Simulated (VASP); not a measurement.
# HfC (Fm-3m) in VASP: single point with PBEsol

Aim: the single point of HfC with PBEsol.

All numbers are computed with VASP 6.6.1; they aren't measurements. Logs are shortened: lines on timing, memory, paths and dates and some standing lists are left out, and cuts for length are marked.

### 1 The cell of the first run

Symmetry: Fm-3m, No. 225, cubic system. The conventional cell has a = 4.650 Å, b = 4.650 Å, c = 4.650 Å, α = 90.00°, β = 90.00°, γ = 90.00°. Hf (site symmetry m-3m) has 6 C at 2.33 Å within 3.1 Å. Within 3.1 Å of C (site symmetry m-3m) lie 6 Hf at 2.33 Å.

### 2 Single point, PBEsol

Input file INCAR:

```
SYSTEM = HfC
  PREC = Accurate
  ENCUT = 520
  EDIFF = 1E-6
  ISMEAR = -1
  SIGMA = 0.05
  LREAL = .FALSE.
  LASPH = .TRUE.
  NELM = 100
  ALGO = Normal
  ISIF = 2
  LWAVE = .FALSE.
  LCHARG = .TRUE.
  GGA = PS
  LELF = .TRUE.
  LVHAR = .TRUE.
  NBANDS = 14
```

Input file KPOINTS:

```
regular mesh
0
G
  11 11 11
  0 0 0
```

Input file POSCAR:

```
HfC
1.0
    0.0000000000      2.3250000000      2.3250000000
    2.3250000000      0.0000000000      2.3250000000
    2.3250000000      2.3250000000      0.0000000000
Hf C
1 1
Direct
    0.5000000000      0.5000000000      0.5000000000
    0.0000000000      0.0000000000      0.0000000000
```

Potentials or basis: VASP PAW PBE potentials, release 64 (Hf_pv, C).

The run is started by

```
> cat potpaw_PBE.64/Hf_pv/POTCAR potpaw_PBE.64/C/POTCAR > POTCAR
> mpirun -np 1 vasp_std > vasp.out
```

OUTCAR:

```text
SYSTEM = HfC
   PREC = Accurate
   ENCUT = 520
   EDIFF = 1E-6
   ISMEAR = -1
   LREAL = .FALSE.
   LASPH = .TRUE.
   NELM = 100
   ISIF = 2
   GGA = PS

 ion  position               nearest neighbor table
   1  0.500  0.500  0.500-   2 2.33   2 2.33   2 2.33   2 2.33   2 2.33   2 2.33
   2  0.000  0.000  0.000-   1 2.33   1 2.33   1 2.33   1 2.33   1 2.33   1 2.33

  LATTYP: Found a face centered cubic cell.
 ALAT       =     4.6500000000

  Lattice vectors:

 A1 = (   0.0000000000,   2.3250000000,   2.3250000000)
 A2 = (   2.3250000000,   0.0000000000,   2.3250000000)
 A3 = (   2.3250000000,   2.3250000000,   0.0000000000)

Analysis of symmetry for initial positions (statically):
=====================================================================
 Subroutine PRICEL returns:
 Original cell was already a primitive cell.

 Routine SETGRP: Setting up the symmetry group for a
 face centered cubic supercell.

 Subroutine GETGRP returns: Found 48 space group operations
 (whereof 48 operations were pure point group operations)
 out of a pool of 48 trial point group operations.

The static configuration has the point symmetry O_h .

Analysis of symmetry for dynamics (positions and initial velocities):
=====================================================================
 Subroutine PRICEL returns:
 Original cell was already a primitive cell.

 Routine SETGRP: Setting up the symmetry group for a
 face centered cubic supercell.

 Subroutine GETGRP returns: Found 48 space group operations
 (whereof 48 operations were pure point group operations)
 out of a pool of 48 trial point group operations.

The dynamic configuration has the point symmetry O_h .

 Subroutine INISYM returns: Found 48 space group operations
 (whereof 48 operations are pure point group operations),
 and found     1 'primitive' translations

----------------------------------------------------------------------------------------

                                     Primitive cell

  volume of cell :      25.1362

  direct lattice vectors                    reciprocal lattice vectors
     0.000000000  2.325000000  2.325000000    -0.215053763  0.215053763  0.215053763
     2.325000000  0.000000000  2.325000000     0.215053763 -0.215053763  0.215053763
     2.325000000  2.325000000  0.000000000     0.215053763  0.215053763 -0.215053763

  length of vectors
     3.288046533  3.288046533  3.288046533     0.372484045  0.372484045  0.372484045

[... 89 lines left out ...]
   TEBEG  =    0.0;   TEEND  =   0.0 temperature during run
   PSTRESS=    0.0 pullay stress
   NELECT =      14.0000    total number of electrons
   NUPDOWN=      -1.0000    fix difference up-down
   EMIN   =  10.00;   EMAX   =-10.00  energy-range for DOS
   EFERMI =   0.00;   METHOD = LEGACY
   ISMEAR =    -1;   SIGMA  =   0.05  broadening in eV -4-tet -1-fermi 0-gaus
   EFERMI_NEDOS =   21; number of points for ismear=-14 and -15
   IALGO  =     38    algorithm
   IMIX   =      4    mixing-type and parameters
     AMIX     =   0.40;   BMIX     =  1.00
     AMIX_MAG =   1.60;   BMIX_MAG =  1.00
  volume/ion in A,a.u.               =      12.57        84.81
  Fermi-wavevector in a.u.,A,eV,Ry     =   1.346949  2.545365 24.684672  1.814272
  Thomas-Fermi vector in A             =   2.474740
   LORBIT       =      0    0 simple, 1 ext, 2 COOP (PROOUT), +10 PAW based schemes
   GGA     = PS    functional components
   LHFCALC =     F    Hartree Fock is set to
   AEXX    =    0.0000 exact exchange contribution
   IVDW    =     0    specifies the selected vdW correction
   LEPSILON=     F    determine dielectric tensor
   LRPA    =     F    only Hartree local field effects (RPA)
 non-spin polarized calculation
  energy-cutoff  :      520.00
  volume of cell :       25.14
 maximum number of plane-waves:       690
   NGX = 13   NGY = 13   NGZ = 13

 number of electron      14.0000000 magnetization

 Free energy of the ion-electron system (eV)
  ---------------------------------------------------
  ext. energy  EPLUGINS =         0.00000000
  ---------------------------------------------------
  free energy    TOTEN  =       -22.17987110 eV

  energy without entropy =      -22.17691198  energy(sigma->0) =      -22.17839154

 E-fermi :   5.8552     XC(G=0): -12.4206

 val. band max:        5.6990561695   @ k =   0.4545   0.4545   0.0000
 cond. band min:       5.9143439551   @ k =   0.1818   0.1818   0.0000
 fundamental gap:      0.2152877856
 Fermi energy:         5.8551672458

 k-point     1 :       0.0000    0.0000    0.0000
  band No.  band energies     occupation
      1     -23.6962      2.00000
      2     -23.6962      2.00000
      3     -23.6962      2.00000
      4      -6.4817      2.00000
      5       6.8347      0.00000
      6       6.8347      0.00000
      7       6.8347      0.00000
      8       7.1501      0.00000
      9       7.1501      0.00000
     10       7.1501      0.00000
     11       9.1690      0.00000
     12       9.1690      0.00000
     13      12.6368      0.00000
     14      16.7508      0.00000
[... 377 lines left out ...]
      1     -24.0768      2.00000
      2     -23.8465      2.00000
      3     -23.7259      2.00000
      4      -4.6093      2.00000
      5       2.1810      2.00000
      6       3.5733      2.00000
      7       3.9155      2.00000
      8       8.4610      0.00000
      9       9.5932      0.00000
     10      10.5596      0.00000
     11      11.4578      0.00000
     12      15.3976      0.00000
     13      15.4467      0.00000
     14      19.5720      0.00000

 [... further k-points ...]

------------------------ aborting loop because EDIFF is reached ----------------------------------------

  FORCE on cell =-STRESS in cart. coord.  units (eV):
  Direction    XX          YY          ZZ          XY          YZ          ZX
  --------------------------------------------------------------------------------------
  -------------------------------------------------------------------------------------
  Total       -1.0869823     -1.0869823     -1.0869823      0.0000000      0.0000000      0.0000000
  in kB      -69.2841980    -69.2841980    -69.2841980      0.0000000      0.0000000      0.0000000
  external PRESSURE =     -69.2841980 kB  Pullay stress =       0.0000000 kB

 VOLUME and BASIS-vectors are now :
 -----------------------------------------------------------------------------
  energy-cutoff  :      520.00
  volume of cell :       25.14
      direct lattice vectors                 reciprocal lattice vectors
     0.000000000  2.325000000  2.325000000    -0.215053763  0.215053763  0.215053763
     2.325000000  0.000000000  2.325000000     0.215053763 -0.215053763  0.215053763
     2.325000000  2.325000000  0.000000000     0.215053763  0.215053763 -0.215053763

 POSITION                                       TOTAL-FORCE (eV/Angst)
 -----------------------------------------------------------------------------------
      2.32500      2.32500      2.32500         0.000000      0.000000      0.000000
      0.00000      0.00000      0.00000        -0.000000     -0.000000     -0.000000
 -----------------------------------------------------------------------------------
    total drift:                                0.000000     -0.000000      0.000000

  FREE ENERGIE OF THE ION-ELECTRON SYSTEM (eV)
  ---------------------------------------------------
  free  energy   TOTEN  =       -22.1798710951 eV

  energy  without entropy=      -22.1769119775  energy(sigma->0) =      -22.17839154
```

Run time: 26 s. Hardware: 1 thread of Intel Xeon 8259CL, shared host; peak memory 0.15 GiB.

What came out:

```yaml
Free_energy: -22.1799 eV
Pressure: -6.9 GPa
Band_gap_on_the_k_mesh: zero (bands 7 and 8 overlap by 1.45 eV)
```

Caveat: the cell stands under tension; the PAW data sets were made with another functional, which shifts forces and pressure a little; spin-orbit coupling is left out, which moves the levels of the heavy elements.
